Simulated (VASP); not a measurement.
Input of a VASP 6.6.1 run:

Contents of INCAR:

```
SYSTEM = PPb2
PREC = Accurate
ENCUT = 600
EDIFF = 1E-6
ISMEAR = 0
SIGMA = 0.1
LREAL = .False.
LASPH = .True.
NELM = 80
ALGO = Normal
ISIF = 3
LWAVE = .False.
LCHARG = .False.
GGA = PE
IBRION = 2
NSW = 90
EDIFFG = -0.04
```

The input KPOINTS:

```
regular mesh
0
Gamma
  4 4 4
  0 0 0
```

Contents of POSCAR:

```
PPb2
1.0
    0.0000000000      3.3805275785      3.3805275785
    3.3805275785      0.0000000000      3.3805275785
    3.3805275785      3.3805275785      0.0000000000
P Pb
1 2
Direct
    0.0000000000      0.0000000000      0.0000000000
    0.2500000000      0.2500000000      0.2500000000
    0.7500000000      0.7500000000      0.7500000000
```

Potentials or basis: VASP PAW PBE potentials, release 64 (P, Pb_d).

Launch:

```sh
$ cat potpaw_PBE.64/P/POTCAR potpaw_PBE.64/Pb_d/POTCAR > POTCAR
$ mpirun -np 1 vasp_std > vasp.out
```

What does it give for the relaxed volume?

30.02 Å³/atom.

Predict the relaxed cell.

a = 5.031 Å, b = 5.031 Å, c = 5.031 Å, α = 60.00°, β = 60.00°, γ = 60.00°.

Final structure:
```
P Pb
1.0
     0.00000    3.55757    3.55757
     3.55757    0.00000    3.55757
     3.55757    3.55757    0.00000
P Pb
1 2
Cartesian
  0.0000 0.0000 0.0000
  1.7788 1.7788 1.7788
  5.3364 5.3364 5.3364
```

Caveat: the k points lie up to 0.38 Å⁻¹ apart in the final cell, too coarse for converged energies and pressures of a metal; the volume moved by over 15 % at a fixed basis, so the end points are rough.
